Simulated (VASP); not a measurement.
# C (I-42m) in VASP: a series of runs

C is run at these levels: PBE; tasks: single point, relaxation of cell and atoms.

Program: VASP 6.6.1. These are calculated values, not measurements. Logs are shortened: lines on timing, memory, paths and dates and some standing lists are left out, and cuts for length are marked.

## (1) The cell of the first run

Symmetry: I-42m, No. 121, tetragonal system. Conventional cell: a = 4.812 Å, b = 4.812 Å, c = 4.306 Å, α = 90.00°, β = 90.00°, γ = 90.00°. Within 2.1 Å of C (site symmetry 1) lie 5 C at 1.58 to 2.04 Å.

The cell was built from a structure type or drawn by symmetry, and may not be a known phase.

## (2) Single point, PBE

Contents of INCAR:

```
PREC = Accurate
ENCUT = 520
EDIFF = 1E-7
ISMEAR = 0
SIGMA = 0.1
LREAL = F
LASPH = T
NELM = 60
ALGO = Normal
ISIF = 2
LWAVE = F
LCHARG = F
GGA = PE
NBANDS = 26
```

Contents of KPOINTS:

```
Automatic mesh
0
Gamma
  6 6 6
```

Contents of POSCAR:

```
C
1.0
   -2.4062225857      2.4062225857      2.1528330369
    2.4062225857     -2.4062225857      2.1528330369
    2.4062225857      2.4062225857     -2.1528330369
C
8
Direct
    0.7584654088      0.1215940555      0.2325529807
    0.8890410748      0.5259124281      0.7674470193
    0.1215940555      0.7584654088      0.2325529807
    0.4740875719      0.2415345912      0.3631286467
    0.8784059445      0.1109589252      0.6368713533
    0.5259124281      0.8890410748      0.7674470193
    0.2415345912      0.4740875719      0.3631286467
    0.1109589252      0.8784059445      0.6368713533
```

Potentials or basis: VASP PAW PBE potentials, release 64 (C).

Launch:

```
$ cat potpaw_PBE.64/C/POTCAR > POTCAR
$ mpirun -np 1 vasp_std > vasp.out
```

OUTCAR:

```text
PREC = Accurate
   ENCUT = 520
   EDIFF = 1E-7
   ISMEAR = 0
   LREAL = F
   LASPH = T
   NELM = 60
   ISIF = 2
   GGA = PE

 ion  position               nearest neighbor table
   1  0.758  0.122  0.233-   4 1.58   5 1.58   6 1.58   7 1.64   2 2.04
   2  0.889  0.526  0.767-   5 1.58   4 1.58   3 1.58   8 1.64   1 2.04
   3  0.122  0.758  0.233-   7 1.58   8 1.58   2 1.58   4 1.64   6 2.04
   4  0.474  0.242  0.363-   1 1.58   2 1.58   7 1.58   3 1.64   5 2.04
   5  0.878  0.111  0.637-   1 1.58   2 1.58   8 1.58   6 1.64   4 2.04
   6  0.526  0.889  0.767-   8 1.58   7 1.58   1 1.58   5 1.64   3 2.04
   7  0.242  0.474  0.363-   3 1.58   6 1.58   4 1.58   1 1.64   8 2.04
   8  0.111  0.878  0.637-   3 1.58   6 1.58   5 1.58   2 1.64   7 2.04

  LATTYP: Found a body centered tetragonal cell.
 ALAT       =     4.8124451714
 C/A-ratio  =     0.8946940527

  Lattice vectors:

 A1 = (  -2.4062225857,   2.4062225857,   2.1528330369)
 A2 = (   2.4062225857,  -2.4062225857,   2.1528330369)
 A3 = (   2.4062225857,   2.4062225857,  -2.1528330369)

Analysis of symmetry for initial positions (statically):
=====================================================================
 Subroutine PRICEL returns:
 Original cell was already a primitive cell.

 Routine SETGRP: Setting up the symmetry group for a
 body centered tetragonal supercell.

 Subroutine GETGRP returns: Found  8 space group operations
 (whereof  8 operations were pure point group operations)
 out of a pool of 16 trial point group operations.

The static configuration has the point symmetry D_2d.

Analysis of symmetry for dynamics (positions and initial velocities):
=====================================================================
 Subroutine PRICEL returns:
 Original cell was already a primitive cell.

 Routine SETGRP: Setting up the symmetry group for a
 body centered tetragonal supercell.

 Subroutine GETGRP returns: Found  8 space group operations
 (whereof  8 operations were pure point group operations)
 out of a pool of 16 trial point group operations.

The dynamic configuration has the point symmetry D_2d.

 Subroutine INISYM returns: Found  8 space group operations
 (whereof  8 operations are pure point group operations),
 and found     1 'primitive' translations

----------------------------------------------------------------------------------------

                                     Primitive cell

  volume of cell :      49.8588

  direct lattice vectors                    reciprocal lattice vectors
    -2.406222586  2.406222586  2.152833037     0.000000000  0.207794575  0.232252103
     2.406222586 -2.406222586  2.152833037     0.207794575  0.000000000  0.232252103
     2.406222586  2.406222586 -2.152833037     0.207794575  0.207794575  0.000000000

  length of vectors
     4.026723774  4.026723774  4.026723774     0.311640217  0.311640217  0.293865906

  position of ions in fractional coordinates (direct lattice)
     0.758465409  0.121594055  0.232552981
     0.889041075  0.525912428  0.767447019
     0.121594055  0.758465409  0.232552981
     0.474087572  0.241534591  0.363128647
     0.878405945  0.110958925  0.636871353
     0.525912428  0.889041075  0.767447019
     0.241534591  0.474087572  0.363128647
     0.110958925  0.878405945  0.636871353

  ion indices of the primitive-cell ions
   primitive index   ion index
                 1           1
                 2           2
                 3           3
                 4           4
                 5           5
                 6           6
                 7           7
                 8           8

----------------------------------------------------------------------------------------

 KPOINTS: Automatic mesh

Automatic generation of k-mesh.
 Grid dimensions read from file:
 generate k-points for:    6    6    6

 Generating k-lattice:

  Cartesian coordinates                     Fractional coordinates (reciprocal lattice)
     0.000000000  0.034632429  0.038708684     0.166666667  0.000000000  0.000000000
     0.034632429  0.000000000  0.038708684     0.000000000  0.166666667  0.000000000
     0.034632429  0.034632429  0.000000000     0.000000000  0.000000000  0.166666667

  Length of vectors
     0.051940036  0.051940036  0.048977651

  Shift w.r.t. Gamma in fractional coordinates (k-lattice)
     0.000000000  0.000000000  0.000000000

 Subroutine IBZKPT returns following result:
 ===========================================

 Found     30 irreducible k-points:

 Following reciprocal coordinates:
            Coordinates               Weight
  0.000000  0.000000  0.000000      1.000000
  0.166667 -0.000000  0.000000      8.000000
  0.333333  0.000000 -0.000000      8.000000
  0.500000 -0.000000  0.000000      4.000000
  0.166667  0.166667  0.000000      8.000000
  0.333333  0.166667 -0.000000     16.000000
[... 16 lines left out ...]
 -0.333333 -0.333333  0.166667      8.000000
 -0.166667 -0.333333  0.166667      8.000000
 [... further k-points ...]
   k-points           NKPTS =     30   k-points in BZ     NKDIM =     30   number of bands    NBANDS=     26
   number of dos      NEDOS =    301   number of ions     NIONS =      8
   total plane-waves  NPLWV =  27000
   dimension x,y,z NGX =    30 NGY =   30 NGZ =   30
   dimension x,y,z NGXF=    60 NGYF=   60 NGZF=   60
   ions per type =               8
   NGX,Y,Z   is equivalent  to a cutoff of  12.39, 12.39, 12.39 a.u.
   NGXF,Y,Z  is equivalent  to a cutoff of  24.77, 24.77, 24.77 a.u.
 SYSTEM =  unknown system
   PREC   = accura    normal or accurate (medium, high low for compatibility)
   ISTART =      0    job   : 0-new  1-cont  2-samecut
   ICHARG =      2    charge: 1-file 2-atom 10-const
   ISPIN  =      1    spin polarized calculation?
   LNONCOLLINEAR =      F non collinear calculations
   LSORBIT =      F    spin-orbit coupling
   LASPH  =      T    aspherical Exc in radial PAW
   ENCUT  =  520.0 eV  38.22 Ry    6.18 a.u.   7.49  7.49  7.49*2*pi/ulx,y,z
   NELM   =     60;   NELMIN=  2; NELMDL= -5     # of ELM steps
   EDIFF  = 0.1E-06   stopping-criterion for ELM
   LREAL  =      F    real-space projection
   EDIFFG = 0.1E-05   stopping-criterion for IOM
   NSW    =      0    number of steps for IOM
   IBRION =     -1    ionic relax: 0-MD 1-quasi-New 2-CG
   NFREE  =      0    steps in history (QN), initial steepest desc. (CG)
   ISIF   =      2    stress and relaxation
   ISYM   =      2    0-nonsym 1-usesym 2-fastsym
   POTIM  = 0.5000    time-step for ionic-motion
   TEBEG  =    0.0;   TEEND  =   0.0 temperature during run
   PSTRESS=    0.0 pullay stress
   NELECT =      32.0000    total number of electrons
   NUPDOWN=      -1.0000    fix difference up-down
   EMIN   =  10.00;   EMAX   =-10.00  energy-range for DOS
   EFERMI =   0.00;   METHOD = LEGACY
   ISMEAR =     0;   SIGMA  =   0.10  broadening in eV -4-tet -1-fermi 0-gaus
   EFERMI_NEDOS =   21; number of points for ismear=-14 and -15
   IALGO  =     38    algorithm
   IMIX   =      4    mixing-type and parameters
     AMIX     =   0.40;   BMIX     =  1.00
     AMIX_MAG =   1.60;   BMIX_MAG =  1.00
  volume/ion in A,a.u.               =       6.23        42.06
  Fermi-wavevector in a.u.,A,eV,Ry     =   1.412139  2.668556 27.131883  1.994137
  Thomas-Fermi vector in A             =   2.533919
   LORBIT       =      0    0 simple, 1 ext, 2 COOP (PROOUT), +10 PAW based schemes
   GGA     = PE    functional components
   LHFCALC =     F    Hartree Fock is set to
   AEXX    =    0.0000 exact exchange contribution
   IVDW    =     0    specifies the selected vdW correction
   LEPSILON=     F    determine dielectric tensor
   LRPA    =     F    only Hartree local field effects (RPA)
 non-spin polarized calculation
 Gauss-broadening in eV      SIGMA  =   0.10
  energy-cutoff  :      520.00
  volume of cell :       49.86
 maximum number of plane-waves:      1361
 NGX is ok and might be reduce to    30
   NGX = 15   NGY = 15   NGZ = 15

 number of electron      32.0000001 magnetization

 Free energy of the ion-electron system (eV)
  ---------------------------------------------------
  ext. energy  EPLUGINS =         0.00000000
  ---------------------------------------------------
  free energy    TOTEN  =       -61.80444123 eV

  energy without entropy =      -61.80443774  energy(sigma->0) =      -61.80443949

 E-fermi :   8.4819     XC(G=0): -12.7523

 val. band max:        8.2296447478   @ k =  -0.3333   0.3333   0.3333
 cond. band min:       8.7069064696   @ k =   0.5000   0.5000   0.5000
 fundamental gap:      0.4772617218
 Fermi energy:         8.4819415028

 k-point     1 :       0.0000    0.0000    0.0000
  band No.  band energies     occupation
      1     -12.8479      2.00000
      2      -5.7031      2.00000
      3      -3.1351      2.00000
      4      -3.1351      2.00000
      5      -2.7686      2.00000
      6      -2.6371      2.00000
[... 18 lines left out ...]
     25      18.2279      0.00000
     26      19.3262      0.00000

 k-point     2 :       0.1667   -0.0000    0.0000
  band No.  band energies     occupation
      1     -12.5576      2.00000
      2      -6.6584      2.00000
      3      -4.2512      2.00000
      4      -4.1538      2.00000
      5      -2.9545      2.00000
      6      -2.6668      2.00000
[... 18 lines left out ...]
     25      18.8925      0.00000
     26      19.1715      0.00000

 k-point     3 :       0.3333    0.0000   -0.0000
  band No.  band energies     occupation
      1     -11.7013      2.00000
      2      -8.5215      2.00000
      3      -5.0510      2.00000
      4      -4.9283      2.00000
      5      -3.5422      2.00000
      6      -2.9993      2.00000
[... 18 lines left out ...]
     25      18.3421      0.00000
     26      19.4822      0.00000

 k-point     4 :       0.5000   -0.0000    0.0000
  band No.  band energies     occupation
      1     -10.4614      2.00000
      2     -10.1662      2.00000
      3      -5.3166      2.00000
      4      -5.1874      2.00000
      5      -3.7794      2.00000
      6      -3.1460      2.00000
[... 18 lines left out ...]
     25      18.0648      0.00000
     26      19.4456      0.00000

 k-point     5 :       0.1667    0.1667    0.0000
  band No.  band energies     occupation
      1     -11.9301      2.00000
      2      -8.0689      2.00000
      3      -5.6135      2.00000
      4      -3.9883      2.00000
      5      -3.7915      2.00000
      6      -2.1493      2.00000
[... 18 lines left out ...]
     25      17.8219      0.00000
     26      18.9445      0.00000

 k-point     6 :       0.3333    0.1667   -0.0000
  band No.  band energies     occupation
      1     -10.7664      2.00000
      2      -9.6502      2.00000
      3      -6.5183      2.00000
      4      -4.2594      2.00000
      5      -4.1195      2.00000
      6      -2.0445      2.00000
[... 427 lines left out ...]
 k-point    21 :      -0.3333    0.5000    0.1667
  band No.  band energies     occupation
      1     -10.9987      2.00000
      2      -8.3351      2.00000
      3      -7.4634      2.00000
      4      -5.2740      2.00000
      5      -3.9328      2.00000
      6      -2.1738      2.00000
[... 18 lines left out ...]
     25      17.5114      0.00000
     26      18.8985      0.00000

 k-point    22 :      -0.1667    0.5000    0.1667
  band No.  band energies     occupation
      1     -10.4917      2.00000
      2      -9.6985      2.00000
      3      -6.1202      2.00000
      4      -6.0087      2.00000
      5      -2.9777      2.00000
      6      -2.2897      2.00000
[... 18 lines left out ...]
     25      17.5522      0.00000
     26      18.8603      0.00000

 k-point    23 :      -0.3333   -0.3333    0.1667
  band No.  band energies     occupation
      1     -10.0015      2.00000
      2      -9.9474      2.00000
      3      -7.0094      2.00000
      4      -5.6289      2.00000
      5      -3.3940      2.00000
      6      -2.1146      2.00000
[... 18 lines left out ...]
     25      17.0410      0.00000
     26      19.0563      0.00000

 k-point    24 :      -0.1667   -0.3333    0.1667
  band No.  band energies     occupation
      1     -11.1990      2.00000
      2      -8.9997      2.00000
      3      -5.7399      2.00000
      4      -5.6965      2.00000
      5      -2.9379      2.00000
      6      -2.2590      2.00000
[... 18 lines left out ...]
     25      17.9253      0.00000
     26      18.4799      0.00000

 [... further k-points ...]

------------------------ aborting loop because EDIFF is reached ----------------------------------------

  FORCE on cell =-STRESS in cart. coord.  units (eV):
  Direction    XX          YY          ZZ          XY          YZ          ZX
  --------------------------------------------------------------------------------------
  -------------------------------------------------------------------------------------
  Total        0.1688697      0.1688697      0.1629713      0.0000000      0.0000000      0.0000000
  in kB        5.4265087      5.4265087      5.2369674      0.0000000      0.0000000      0.0000000
  external PRESSURE =       5.3633282 kB  Pullay stress =       0.0000000 kB

 VOLUME and BASIS-vectors are now :
 -----------------------------------------------------------------------------
  energy-cutoff  :      520.00
  volume of cell :       49.86
      direct lattice vectors                 reciprocal lattice vectors
    -2.406222586  2.406222586  2.152833037     0.000000000  0.207794575  0.232252103
     2.406222586 -2.406222586  2.152833037     0.207794575  0.000000000  0.232252103
     2.406222586  2.406222586 -2.152833037     0.207794575  0.207794575  0.000000000

 POSITION                                       TOTAL-FORCE (eV/Angst)
 -----------------------------------------------------------------------------------
     -0.97288      2.09203      1.39397        -0.028447     -0.008096     -0.002126
      0.97288      2.72042      1.39397         0.028447      0.008096     -0.002126
      2.09203     -0.97288      1.39397        -0.008096     -0.028447     -0.002126
      0.31419      1.43334      0.75886         0.008096     -0.028447      0.002126
     -0.31419      3.37910      0.75886        -0.008096      0.028447      0.002126
      2.72042      0.97288      1.39397         0.008096      0.028447     -0.002126
      1.43334      0.31419      0.75886        -0.028447      0.008096      0.002126
      3.37910     -0.31419      0.75886         0.028447     -0.008096      0.002126
 -----------------------------------------------------------------------------------
    total drift:                                0.000000      0.000000      0.000000

  FREE ENERGIE OF THE ION-ELECTRON SYSTEM (eV)
  ---------------------------------------------------
  free  energy   TOTEN  =       -61.8044412323 eV

  energy  without entropy=      -61.8044377380  energy(sigma->0) =      -61.80443949
```

Wall time 59 s (1 thread of Intel Xeon 8259CL, shared host); peak memory 0.17 GiB.

What came out:

```yaml
Free_energy: -61.8044 eV
Pressure: 0.5 GPa
Largest_force: 0.030 eV/Å
Band_gap_on_the_k_mesh: 0.48 eV (least direct gap 0.82 eV)
```

Forces in eV/Å, atoms in the order of the input:
```
C   -0.028 -0.008 -0.002
C    0.028  0.008 -0.002
C   -0.008 -0.028 -0.002
C    0.008 -0.028  0.002
C   -0.008  0.028  0.002
C    0.008  0.028 -0.002
C   -0.028  0.008  0.002
C    0.028 -0.008  0.002
```

Levels at points of the mesh, in eV from the valence-band top:
```tsv
k point	band 12	band 13	band 14	band 15	band 16	band 17	band 18	band 19	band 20	band 21
(0.00, 0.00, 0.00)	-5.74	-2.97	-1.13	-1.06	-1.06	4.35	5.23	7.92	7.92	8.01
(0.50, 0.00, 0.00)	-4.20	-4.07	-2.72	-1.80	-1.05	3.22	4.83	5.49	5.99	6.51
(0.50, 0.50, 0.00)	-3.28	-2.88	-2.79	-2.19	-1.46	3.67	3.91	4.78	6.44	6.75
(0.50, 0.50, 0.50)	-3.77	-1.58	-1.58	-0.51	-0.34	0.48	5.69	6.03	6.07	6.07
```

## (3) Relaxation of cell and atoms, PBE

This run uses another cell than the first one, of 5.33 Å³/atom.

Contents of INCAR:

```
ALGO     = Normal         # electronic algorithm
EDIFF    = 1E-6           # SCF threshold, eV
EDIFFG   = -0.04          # ionic threshold
ENCUT    = 600            # plane-wave cutoff, eV
GGA      = PE             # functional
IBRION   = 2              # ionic algorithm
ISIF     = 3              # what is computed and relaxed
ISMEAR   = 0              # smearing method
LASPH    = True           # aspherical terms in the spheres
LCHARG   = False          # write CHGCAR
LREAL    = False          # projectors in reciprocal space
LWAVE    = False          # write WAVECAR
NELM     = 80             # most SCF steps
NSW      = 90             # ionic steps
PREC     = Accurate       # precision mode
SIGMA    = 0.1            # smearing width, eV
```

Contents of KPOINTS:

```
k-points
0
Gamma
  6 6 6
```

Contents of POSCAR:

```
C
1.0
   -2.2812794500      2.2812794500      2.0500420900
    2.2812794500     -2.2812794500      2.0500420900
    2.2812794500      2.2812794500     -2.0500420900
C
8
Direct
    0.7554327700      0.1131968600      0.2321106300
    0.8810862300      0.5233221400      0.7678893700
    0.1131968600      0.7554327700      0.2321106300
    0.4766778600      0.2445672300      0.3577641000
    0.8868031400      0.1189137700      0.6422359000
    0.5233221400      0.8810862300      0.7678893700
    0.2445672300      0.4766778600      0.3577641000
    0.1189137700      0.8868031400      0.6422359000
```

Potentials or basis: VASP PAW PBE potentials, release 64 (C).

Launch:

```
$ cat potpaw_PBE.64/C/POTCAR > POTCAR
$ mpirun -np 1 vasp_std > vasp.out
```

Run time: 3.5 min. Hardware: 1 thread of Intel Xeon 8259CL, shared host; peak memory 0.18 GiB.

It converged, with:

```yaml
Free_energy: -61.7977 eV
Relaxed_volume: 6.24 Å³/atom
Relaxed_cell: a = 4.029 Å, b = 4.029 Å, c = 4.029 Å, α = 106.60°, β = 106.60°, γ = 115.37°
Space_group_after_relaxing_to_0.1_Å: I-42m (No. 121)
Energy_gained_by_relaxing: 185.2 meV/atom
Ionic_steps: 11
Pressure_after_relaxing: -0.3 GPa
Largest_force_after_relaxing: 0.023 eV/Å
Band_gap_on_the_k_mesh: 0.48 eV (least direct gap 0.83 eV)
```

Forces on the atoms (eV/Å):
```
C   -0.018 -0.006  0.013
C    0.018  0.006  0.013
C   -0.006 -0.018  0.013
C    0.006 -0.018 -0.013
C   -0.006  0.018 -0.013
C    0.006  0.018  0.013
C   -0.018  0.006 -0.013
C    0.018 -0.006 -0.013
```

Stress tensor (GPa, compression positive):
```
-0.34  0.00  0.00
 0.00 -0.34  0.00
 0.00  0.00 -0.07
```

The path:
| step | energy change (eV) | largest force (eV/Å) | pressure (GPa) | volume (Å³) |
| --- | --- | --- | --- | --- |
| 1 | 0.0000 | 1.0581 | 71.96 | 42.68 |
| 2 | 0.8395 | 2.1857 | -46.00 | 59.21 |
| 3 | -1.3060 | 1.3802 | 1.80 | 48.99 |
| 4 | -1.3090 | 1.3324 | 3.83 | 48.73 |
| 5 | -1.2906 | 1.3520 | -4.81 | 51.28 |
| 6 | -1.4572 | 0.2681 | -1.54 | 49.92 |
| 7 | -1.4773 | 0.1498 | 1.38 | 49.68 |
| 8 | -1.4776 | 0.1471 | 1.76 | 49.65 |
| 9 | -1.4793 | 0.1862 | -0.74 | 49.97 |
| 10 | -1.4810 | 0.0793 | 0.27 | 49.84 |
| 11 | -1.4816 | 0.0229 | -0.25 | 49.95 |

Final structure:
```xyz
8
Lattice="-2.4078 2.4078 2.1539 2.4078 -2.4078 2.1539 2.4078 2.4078 -2.1539" Properties=species:S:1:pos:R:3 pbc="T T T"
C    -0.9735    2.0934    1.3942
C     0.9735    2.7223    1.3942
C     2.0934   -0.9735    1.3942
C     0.3145    1.4343    0.7597
C    -0.3145    3.3814    0.7597
C     2.7223    0.9735    1.3942
C     1.4343    0.3145    0.7597
C     3.3814   -0.3145    0.7597
```

Levels at points of the mesh, in eV from the valence-band top:
```csv
k point,band 13,band 14,band 15,band 16,band 17,band 18,band 19,band 20
"(0.00, 0.00, 0.00)",-2.96,-1.14,-1.07,-1.07,4.35,5.21,7.91,7.91
"(0.50, 0.00, 0.00)",-4.06,-2.72,-1.80,-1.06,3.21,4.81,5.47,5.98
"(0.50, 0.50, 0.00)",-2.89,-2.79,-2.20,-1.46,3.67,3.90,4.77,6.42
"(0.50, 0.50, 0.50)",-1.59,-1.59,-0.50,-0.35,0.48,5.69,6.02,6.05
```

Caveat: the volume moved by over 15 % at a fixed basis, so the end points are rough. A k mesh can miss the band edges.
